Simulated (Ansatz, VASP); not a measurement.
ZrBiSe3 in VASP and in Ansatz

```xyz
5
Lattice="3.6118 0.0000 0.0000 -1.8059 3.1279 0.0000 0.0000 0.0000 12.1115" Properties=species:S:1:pos:R:3 pbc="T T T"
Zr    1.8059    1.0426    4.6527
Bi    0.0000    0.0000    9.6683
Se    0.0000    0.0000    0.1329
Se    0.0000    2.0853    3.0057
Se    0.0000    0.0000    6.3278
```

Alike in both runs: functional PBE; dispersion D3(BJ); k mesh 6 × 6 × 2; occupations gaussian, width 0.1 eV; no spin polarisation.

Ansatz relaxed the structure, and its values are those at the end. VASP's run is a single point on that final structure, the one shown.

|  | VASP | Ansatz |
| --- | --- | --- |
| version | VASP 6.6.1 | Ansatz 0.2.0 |
| potentials or method | VASP PAW PBE potentials, release 64 (Zr_sv, Bi_d, Se), cutoff 520 eV | scalar-relativistic, plane waves, PAW |
| valence electrons in the cell | 45 | 75 |

|  | VASP | Ansatz | Ansatz less VASP |
| --- | --- | --- | --- |
| gap on the k mesh at the Fermi level (eV) | none | none | - |
| pressure (GPa) | 0.0 | 0.0 | -0.06 |
| rms of the force components (eV/Å) | 0.009 | 0.004 | -0.0049 |

A gap of «none» marks a metal or a gap that the smearing closes. VASP's potentials hold 45 valence electrons a cell and Ansatz's 75, so a difference there can come from the potentials and not from the codes.

Neither program's run includes spin-orbit coupling.
